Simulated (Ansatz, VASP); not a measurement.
## One calculation of BaTiO3, two programs

```
Ba Ti O
1.0
     3.99980   -0.02000   -0.02000
    -0.02000    3.99980   -0.02000
    -0.02009   -0.02009    4.01800
Ba Ti O
1 1 3
Direct
  0.00000 0.00000 0.00000
  0.50000 0.50000 0.50000
  0.50000 0.50000 0.00000
  0.50000 0.00000 0.50000
  0.00000 0.50000 0.50000
```

Change from the starting cell: equal xy, yz and zx shear strains of -1 %.

Alike in both runs: task single point; functional PBE; k mesh 7 × 7 × 7; occupations fermi-dirac, width 0.03 eV; no spin polarisation.

|  | VASP | Ansatz |
| --- | --- | --- |
| version | VASP 6.6.1 | Ansatz 0.2.0 |
| potentials or method | VASP PAW PBE potentials, release 64 (Ba_sv, Ti_sv, O), cutoff 520 eV | all-electron LAPW, scalar-relativistic |

```tsv
	VASP	Ansatz	Ansatz less VASP
gap on the k mesh at the Fermi level (eV)	1.75	1.81	+0.058
pressure (GPa)	3.5	1.7	-1.76
traceless stress, the component that is largest in VASP (GPa)	1.26	1.22	-0.037
```

Ansatz ran all-electron here, and VASP with PAW potentials.

Spin-orbit coupling is off throughout.
